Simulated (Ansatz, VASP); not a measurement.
## Ta2Ru in VASP and in Ansatz

```
Ta Ru
1.0
     0.00000    3.60185    3.60185
     3.60185    0.00000    3.60185
     3.60185    3.60185    0.00000
Ta Ru
4 2
Direct
  0.62500 0.62500 0.62500
  0.12500 0.62500 0.62500
  0.62500 0.62500 0.12500
  0.62500 0.12500 0.62500
  0.00000 0.00000 0.00000
  0.25000 0.25000 0.25000
```

Alike in both runs: task relaxation of cell and atoms; functional PBE; k mesh 4 × 4 × 4; occupations gaussian, width 0.1 eV; no spin polarisation.

```csv
,VASP,Ansatz
version,VASP 6.6.1,Ansatz 0.2.0
potentials or method,"VASP PAW PBE potentials, release 64 (Ta_pv, Ru_pv), cutoff 600 eV","scalar-relativistic, plane waves, PAW"
valence electrons in the cell,72,84
```

Ansatz gave:

- gap on the k mesh at the Fermi level, each at its own relaxed structure (eV): none
- relaxed volume (Å³/atom): 17.57
- relaxed cell length with the largest relative difference (Å): 5.303

Task: Which values does VASP return?

Result: gap on the k mesh at the Fermi level, each at its own relaxed structure (eV): none; relaxed volume (Å³/atom): 17.63; relaxed cell length with the largest relative difference (Å): 5.308.

A gap of «none» marks a metal or a gap that the smearing closes. VASP's potentials hold 72 valence electrons a cell and Ansatz's 84, so a difference there can come from the potentials and not from the codes.

The k mesh is coarse, so the values compare programs but aren't converged. Spin-orbit coupling is off throughout.
